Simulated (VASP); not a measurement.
# Rh: single point with LDA

The system is Rh.

```
Rh
1.0
    -0.18770    1.85207    1.87704
     1.85207   -0.18770    1.87704
     1.66437    1.66437    0.00000
Rh
1
Direct
  0.00000 0.00000 0.00000
```

| Quantity | Value |
| --- | --- |
| Program | VASP 6.6.1 |
| Task | single point |
| Functional | LDA |
| Potentials or basis | VASP PAW LDA potentials, release 64 (Rh_pv) |
| Cutoff | 520 eV |
| k mesh | 20 × 20 × 20 |
| Occupations | gaussian, width 0.15 eV |
| Spin | no spin polarisation |

```yaml
Pressure: 29.0 GPa
Band_gap_on_the_k_mesh: zero (an odd number of electrons rules out a gap without spin polarisation)
```

Stress tensor (GPa, compression positive):
```
39.42 51.73  0.00
51.73 39.42  0.00
 0.00  0.00  8.14
```

Levels at points of the mesh, in eV from the Fermi level:
| k point | band 4 | band 5 | band 6 | band 7 | band 8 | band 9 | band 10 | band 11 |
| --- | --- | --- | --- | --- | --- | --- | --- | --- |
| (0.00, 0.00, 0.00) | -8.47 | -4.63 | -4.58 | -1.76 | -0.63 | -0.51 | 15.54 | 19.05 |
| (0.50, 0.00, 0.00) | -6.87 | -4.72 | -1.82 | -0.26 | -0.20 | 1.22 | 8.02 | 16.30 |
| (0.50, 0.50, 0.00) | -7.22 | -6.73 | 1.01 | 1.33 | 1.34 | 3.14 | 10.31 | 12.97 |
| (0.00, 0.00, 0.50) | -6.85 | -4.78 | -2.54 | 0.27 | 1.50 | 2.01 | 11.44 | 14.93 |
| (0.50, 0.00, 0.50) | -7.07 | -6.69 | 0.16 | 0.87 | 1.87 | 3.84 | 13.58 | 13.83 |

It took 4.1 min on 1 thread of AMD EPYC 7R43 64-Core Processor (Zen 3), on a shared host, peak memory 0.24 GiB.

Caveat: the stress differs along the axes, from 8 to 39 GPa.
